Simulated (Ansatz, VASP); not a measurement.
Sn: VASP beside Ansatz

```xyz
2
Lattice="0.0000 3.2456 3.2456 3.2456 0.0000 3.2456 3.2456 3.2456 0.0000" Properties=species:S:1:pos:R:3 pbc="T T T"
Sn    3.2456    3.2456    3.2456
Sn    4.8684    4.8684    4.8684
```

Alike in both runs: task electric field gradients; functional PBEsol; k mesh 11 × 11 × 11; occupations fermi-dirac, width 0.05 eV; no spin polarisation.

```csv
,VASP,Ansatz
version,VASP 6.6.1,Ansatz 0.2.0
potentials or method,"VASP PAW PBE potentials, release 64 (Sn_d)","PAW with Ansatz's default frozen-core files, scalar-relativistic"
plane-wave cutoff (eV),520,420
valence electrons in the cell,28,28
```

|  | VASP | Ansatz | Ansatz less VASP |
| --- | --- | --- | --- |
| pressure (GPa) | 0.9 | 1.0 | +0.07 |

VASP's potentials were made for PBE, not for PBEsol. With one functional, cell and mesh, what is left measures potentials, basis and numerics.
